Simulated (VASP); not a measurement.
# InBS2 (P-3m1) in VASP: notebook

The runs below take InBS2 through relaxation of cell and atoms, single point, with PBE.

Everything below comes from runs of VASP 6.6.1. Logs are shortened: lines on timing, memory, paths and dates and some standing lists are left out, and cuts for length are marked.

**1. The cell of the first run**

It takes space group P-3m1 (No. 164, trigonal). The conventional cell has a = 3.123 Å, b = 3.123 Å, c = 7.989 Å, α = 90.00°, β = 90.00°, γ = 120.00°. In (site symmetry -3m) has 6 In at 3.12 Å and 6 S at 3.33 Å and 2 B at 3.99 Å within 4.1 Å. Within 2.9 Å of B (site symmetry -3m) lie 6 S at 2.16 Å. S (site symmetry 3m) has 3 B at 2.16 Å within 2.9 Å.

**2. Relaxation of cell and atoms, PBE**

Contents of INCAR:

```
PREC = Accurate
ENCUT = 600
EDIFF = 1E-6
ISMEAR = 0
SIGMA = 0.1
LREAL = False
LASPH = True
NELM = 100
ALGO = Normal
ISIF = 3
LWAVE = False
LCHARG = False
GGA = PE
IBRION = 2
NSW = 100
EDIFFG = -0.01
```

Contents of KPOINTS:

```
regular mesh
0
Gamma
  18 18 6
```

Contents of POSCAR:

```
InBS2
1.0
    3.1225387166      0.0000000000      0.0000000000
   -1.5612693583      2.7041978529      0.0000000000
    0.0000000000      0.0000000000      7.9885909955
In B S
1 1 2
Direct
    0.0000000000      0.0000000000      0.5000000000
    0.0000000000      0.0000000000      0.0000000000
    0.3333333333      0.6666666667      0.1490355643
    0.6666666667      0.3333333333      0.8509644357
```

Potentials or basis: VASP PAW PBE potentials, release 64 (In_d, B, S).

Started as:

```sh
$ cat potpaw_PBE.64/In_d/POTCAR potpaw_PBE.64/B/POTCAR potpaw_PBE.64/S/POTCAR > POTCAR
$ mpirun -np 1 vasp_std > vasp.out
```

OUTCAR:

```text
PREC = Accurate
   ENCUT = 600
   EDIFF = 1E-6
   ISMEAR = 0
   LREAL = False
   LASPH = True
   NELM = 100
   ISIF = 3
   GGA = PE
   IBRION = 2
   NSW = 100
   EDIFFG = -0.01

 ion  position               nearest neighbor table
   1  0.000  0.000  0.500-   3 3.33   4 3.33   4 3.33   3 3.33   4 3.33   3 3.33
   2  0.000  0.000  0.000-   3 2.16   4 2.16   4 2.16   3 2.16   4 2.16   3 2.16
   3  0.333  0.667  0.149-   2 2.16   2 2.16   2 2.16   1 3.33   1 3.33   1 3.33
   4  0.667  0.333  0.851-   2 2.16   2 2.16   2 2.16   1 3.33   1 3.33   1 3.33

  LATTYP: Found a hexagonal cell.
 ALAT       =     3.1225387166
 C/A-ratio  =     2.5583641135

  Lattice vectors:

 A1 = (   3.1225387166,   0.0000000000,   0.0000000000)
 A2 = (  -1.5612693583,   2.7041978529,   0.0000000000)
 A3 = (   0.0000000000,   0.0000000000,   7.9885909955)

Analysis of symmetry for initial positions (statically):
=====================================================================
 Subroutine PRICEL returns:
 Original cell was already a primitive cell.

 Routine SETGRP: Setting up the symmetry group for a
 hexagonal supercell.

 Subroutine GETGRP returns: Found 12 space group operations
 (whereof 12 operations were pure point group operations)
 out of a pool of 24 trial point group operations.

The static configuration has the point symmetry D_3d.

Analysis of symmetry for dynamics (positions and initial velocities):
=====================================================================
 Subroutine PRICEL returns:
 Original cell was already a primitive cell.

 Routine SETGRP: Setting up the symmetry group for a
 hexagonal supercell.

 Subroutine GETGRP returns: Found 12 space group operations
 (whereof 12 operations were pure point group operations)
 out of a pool of 24 trial point group operations.

The dynamic configuration has the point symmetry D_3d.

 Subroutine INISYM returns: Found 12 space group operations
 (whereof 12 operations are pure point group operations),
 and found     1 'primitive' translations

----------------------------------------------------------------------------------------

                                     Primitive cell

  volume of cell :      67.4554

  direct lattice vectors                    reciprocal lattice vectors
     3.122538717  0.000000000  0.000000000     0.320252234  0.184897714  0.000000000
    -1.561269358  2.704197853  0.000000000     0.000000000  0.369795427  0.000000000
     0.000000000  0.000000000  7.988590996     0.000000000  0.000000000  0.125178520

  length of vectors
     3.122538717  3.122538717  7.988590996     0.369795427  0.369795427  0.125178520

  position of ions in fractional coordinates (direct lattice)
     0.000000000  0.000000000  0.500000000
     0.000000000  0.000000000  0.000000000
     0.333333333  0.666666667  0.149035564
     0.666666667  0.333333333  0.850964436

  ion indices of the primitive-cell ions
   primitive index   ion index
                 1           1
                 2           2
                 3           3
                 4           4

----------------------------------------------------------------------------------------

 KPOINTS: regular mesh

Automatic generation of k-mesh.
 Grid dimensions read from file:
 generate k-points for:   18   18    6

 Generating k-lattice:

  Cartesian coordinates                     Fractional coordinates (reciprocal lattice)
     0.017791791  0.010272095  0.000000000     0.055555556  0.000000000  0.000000000
     0.000000000  0.020544190  0.000000000     0.000000000  0.055555556  0.000000000
     0.000000000  0.000000000  0.020863087     0.000000000  0.000000000  0.166666667

  Length of vectors
     0.020544190  0.020544190  0.020863087

  Shift w.r.t. Gamma in fractional coordinates (k-lattice)
     0.000000000  0.000000000  0.000000000

 Subroutine IBZKPT returns following result:
 ===========================================

 Found    202 irreducible k-points:

 Following reciprocal coordinates:
            Coordinates               Weight
  0.000000  0.000000  0.000000      1.000000
  0.055556 -0.000000  0.000000      6.000000
  0.111111 -0.000000  0.000000      6.000000
  0.166667 -0.000000  0.000000      6.000000
  0.222222  0.000000  0.000000      6.000000
  0.277778  0.000000  0.000000      6.000000
[... 16 lines left out ...]
  0.333333  0.111111  0.000000     12.000000
  0.388889  0.111111  0.000000     12.000000
 [... further k-points ...]
   k-points           NKPTS =    202   k-points in BZ     NKDIM =    202   number of bands    NBANDS=     18
   number of dos      NEDOS =    301   number of ions     NIONS =      4
   total plane-waves  NPLWV =  50176
   dimension x,y,z NGX =    28 NGY =   28 NGZ =   64
   dimension x,y,z NGXF=    56 NGYF=   56 NGZF=  128
   ions per type =               1   1   2
   NGX,Y,Z   is equivalent  to a cutoff of  14.91, 14.91, 13.32 a.u.
   NGXF,Y,Z  is equivalent  to a cutoff of  29.81, 29.81, 26.64 a.u.
 SYSTEM =  unknown system
   PREC   = accura    normal or accurate (medium, high low for compatibility)
   ISTART =      0    job   : 0-new  1-cont  2-samecut
   ICHARG =      2    charge: 1-file 2-atom 10-const
   ISPIN  =      1    spin polarized calculation?
   LNONCOLLINEAR =      F non collinear calculations
   LSORBIT =      F    spin-orbit coupling
   LASPH  =      T    aspherical Exc in radial PAW
   ENCUT  =  600.0 eV  44.10 Ry    6.64 a.u.   6.24  6.24 15.96*2*pi/ulx,y,z
   NELM   =    100;   NELMIN=  2; NELMDL= -5     # of ELM steps
   EDIFF  = 0.1E-05   stopping-criterion for ELM
   LREAL  =      F    real-space projection
   EDIFFG = -.1E-01   stopping-criterion for IOM
   NSW    =    100    number of steps for IOM
   IBRION =      2    ionic relax: 0-MD 1-quasi-New 2-CG
   NFREE  =      1    steps in history (QN), initial steepest desc. (CG)
   ISIF   =      3    stress and relaxation
   ISYM   =      2    0-nonsym 1-usesym 2-fastsym
   POTIM  = 0.5000    time-step for ionic-motion
   TEBEG  =    0.0;   TEEND  =   0.0 temperature during run
   PSTRESS=    0.0 pullay stress
   NELECT =      28.0000    total number of electrons
   NUPDOWN=      -1.0000    fix difference up-down
   EMIN   =  10.00;   EMAX   =-10.00  energy-range for DOS
   EFERMI =   0.00;   METHOD = LEGACY
   ISMEAR =     0;   SIGMA  =   0.10  broadening in eV -4-tet -1-fermi 0-gaus
   EFERMI_NEDOS =   21; number of points for ismear=-14 and -15
   IALGO  =     38    algorithm
   IMIX   =      4    mixing-type and parameters
     AMIX     =   0.40;   BMIX     =  1.00
     AMIX_MAG =   1.60;   BMIX_MAG =  1.00
  volume/ion in A,a.u.               =      16.86       113.80
  Fermi-wavevector in a.u.,A,eV,Ry     =   1.221205  2.307743 20.290945  1.491342
  Thomas-Fermi vector in A             =   2.356396
   LORBIT       =      0    0 simple, 1 ext, 2 COOP (PROOUT), +10 PAW based schemes
   GGA     = PE    functional components
   LHFCALC =     F    Hartree Fock is set to
   AEXX    =    0.0000 exact exchange contribution
   IVDW    =     0    specifies the selected vdW correction
   LEPSILON=     F    determine dielectric tensor
   LRPA    =     F    only Hartree local field effects (RPA)
 conjugate gradient relaxation of ions
 non-spin polarized calculation
 Gauss-broadening in eV      SIGMA  =   0.10
  energy-cutoff  :      600.00
  volume of cell :       67.46
 maximum number of plane-waves:      2276
 NGX is ok and might be reduce to    28
   NGX = 13   NGY = 13   NGZ = 31

--------------------------------------- Ionic step        1  -------------------------------------------

 number of electron      28.0000010 magnetization

 Free energy of the ion-electron system (eV)
  ---------------------------------------------------
  ext. energy  EPLUGINS =         0.00000000
  ---------------------------------------------------
  free energy    TOTEN  =       -16.47774430 eV

  energy without entropy =      -16.46776881  energy(sigma->0) =      -16.47275655

------------------------ aborting loop because EDIFF is reached ----------------------------------------

  FORCE on cell =-STRESS in cart. coord.  units (eV):
  Direction    XX          YY          ZZ          XY          YZ          ZX
  --------------------------------------------------------------------------------------
  -------------------------------------------------------------------------------------
  Total       -0.3652072     -0.3652072      0.5988055      0.0000000      0.0000000      0.0000000
  in kB       -8.6742811     -8.6742811     14.2226286      0.0000000      0.0000000      0.0000000
  external PRESSURE =      -1.0419778 kB  Pullay stress =       0.0000000 kB

 VOLUME and BASIS-vectors are now :
 -----------------------------------------------------------------------------
  energy-cutoff  :      600.00
  volume of cell :       67.46
      direct lattice vectors                 reciprocal lattice vectors
     3.122538717  0.000000000  0.000000000     0.320252234  0.184897714  0.000000000
    -1.561269358  2.704197853  0.000000000     0.000000000  0.369795427  0.000000000
     0.000000000  0.000000000  7.988590996     0.000000000  0.000000000  0.125178520
[... 191 lines left out ...]
 POSITION                                       TOTAL-FORCE (eV/Angst)
 -----------------------------------------------------------------------------------
      3.09632      0.00000      4.07215         0.000000      0.000000      0.000000
      3.09632      0.00000      0.00000        -0.000000      0.000000      0.000000
     -0.00000      1.78766      1.20300         0.000000     -0.000000     -0.006808
      1.54816      0.89383      6.94131        -0.000000      0.000000      0.006808
 -----------------------------------------------------------------------------------
    total drift:                                0.000000     -0.000000      0.000000

  FREE ENERGIE OF THE ION-ELECTRON SYSTEM (eV)
  ---------------------------------------------------
  free  energy   TOTEN  =       -16.4866076014 eV

  energy  without entropy=      -16.4787860722  energy(sigma->0) =      -16.48269684

--------------------------------------- Ionic step        7  -------------------------------------------

 number of electron      27.9999999 magnetization

 Free energy of the ion-electron system (eV)
  ---------------------------------------------------
  ext. energy  EPLUGINS =         0.00000000
  ---------------------------------------------------
  free energy    TOTEN  =       -16.48665025 eV

  energy without entropy =      -16.47882262  energy(sigma->0) =      -16.48273643

 E-fermi :   6.8483     XC(G=0): -10.5340

 val. band max:        6.8466622924   @ k =   0.2222   0.0556   0.3333
 cond. band min:       6.8593832355   @ k =   0.3333   0.2222   0.5000
 fundamental gap:      0.0127209431
 Fermi energy:         6.8483065378

 k-point     1 :       0.0000    0.0000    0.0000
  band No.  band energies     occupation
      1      -9.4714      2.00000
      2      -7.9741      2.00000
      3      -7.8321      2.00000
      4      -7.8321      2.00000
      5      -7.5294      2.00000
      6      -7.5294      2.00000
[... 10 lines left out ...]
     17      11.2384      0.00000
     18      11.4712      0.00000
[... 463 lines left out ...]
 k-point    24 :       0.3889    0.1111    0.0000
  band No.  band energies     occupation
      1      -8.0251      2.00000
      2      -7.8325      2.00000
      3      -7.6190      2.00000
      4      -7.5486      2.00000
      5      -7.3831      2.00000
      6      -6.5253      2.00000
[... 10 lines left out ...]
     17       9.7589      0.00000
     18      11.4444      0.00000

 [... further k-points ...]
[... 5 lines left out ...]
  --------------------------------------------------------------------------------------
  -------------------------------------------------------------------------------------
  Total       -0.0134838     -0.0134838     -0.0104330      0.0000000      0.0000000      0.0000000
  in kB       -0.3187231     -0.3187231     -0.2466084      0.0000000      0.0000000      0.0000000
  external PRESSURE =      -0.2946849 kB  Pullay stress =       0.0000000 kB

 VOLUME and BASIS-vectors are now :
 -----------------------------------------------------------------------------
  energy-cutoff  :      600.00
  volume of cell :       67.78
      direct lattice vectors                 reciprocal lattice vectors
     3.097577136  0.000000000  0.000000000     0.322832961  0.186387697  0.000000000
    -1.548788568  2.682580490 -0.000000000     0.000000000  0.372775394  0.000000000
     0.000000000  0.000000000  8.157099798     0.000000000  0.000000000  0.122592591

 POSITION                                       TOTAL-FORCE (eV/Angst)
 -----------------------------------------------------------------------------------
      0.00000      0.00000      4.07855         0.000000      0.000000      0.000000
      0.00000      0.00000      0.00000         0.000000      0.000000      0.000000
     -0.00000      1.78839      1.20289        -0.000000      0.000000     -0.000083
      1.54879      0.89419      6.95421         0.000000     -0.000000      0.000083
 -----------------------------------------------------------------------------------
    total drift:                               -0.000000     -0.000000      0.000000

  FREE ENERGIE OF THE ION-ELECTRON SYSTEM (eV)
  ---------------------------------------------------
  free  energy   TOTEN  =       -16.4866502483 eV

  energy  without entropy=      -16.4788226207  energy(sigma->0) =      -16.48273643

 reached required accuracy - stopping structural energy minimisation
```

It took 10 min on 1 thread of Intel Xeon 6975P-C (Granite Rapids), shared host; peak memory 0.47 GiB.

Results:

* Free energy: -16.4867 eV
* Relaxed volume: 16.95 Å³/atom
* Relaxed cell: a = 3.098 Å, b = 3.098 Å, c = 8.157 Å, α = 90.00°, β = 90.00°, γ = 120.00°
* Space group after relaxing (to 0.05 Å): P-3m1 (No. 164)
* Energy gained by relaxing: 2.2 meV/atom
* Ionic steps: 7
* Pressure after relaxing: 0.0 GPa
* Band gap on the k mesh: zero (band 14 reaches 7.25 eV, above the bottom of band 15 at 5.78 eV)

The path:
```tsv
step	energy change (eV)	largest force (eV/Å)	pressure (GPa)	volume (Å³)
1	0.0000	0.0677	-0.10	67.46
2	-0.0054	0.0778	-0.10	67.35
3	-0.0060	0.1491	-0.08	67.29
4	-0.0076	0.0612	0.33	67.17
5	-0.0078	0.0281	0.49	67.12
6	-0.0089	0.0068	0.10	67.62
7	-0.0089	0.0001	-0.03	67.78
```

Final structure:
```
CELL_PARAMETERS angstrom
3.09758 0.00000 0.00000
-1.54879 2.68258 0.00000
0.00000 0.00000 8.15710
ATOMIC_POSITIONS crystal
In 0.00000 0.00000 0.50000
B 0.00000 0.00000 0.00000
S 0.33333 0.66667 0.14747
S 0.66667 0.33333 0.85254
```

Levels at points of the mesh, in eV from the Fermi level:
```
           k point  band 10  band 11  band 12  band 13  band 14  band 15  band 16  band 17  band 18
(0.00, 0.00, 0.00)    -3.32    -0.76    -0.76     0.10     0.10     2.81     4.39     4.39     4.62
(0.50, 0.00, 0.00)    -4.04    -3.61    -3.10    -1.31    -0.59    -0.27     1.32     2.66     4.76
(0.00, 0.00, 0.50)    -1.15    -0.76    -0.76     0.10     0.10     0.97     4.39     4.39     4.56
(0.50, 0.00, 0.50)    -3.60    -3.50    -2.66    -2.29    -1.22    -0.29     1.26     4.10     4.46
```

Caveat: spin-orbit coupling is left out, which moves the levels of the heavy elements.

(Part 1 of 3 ends here.)
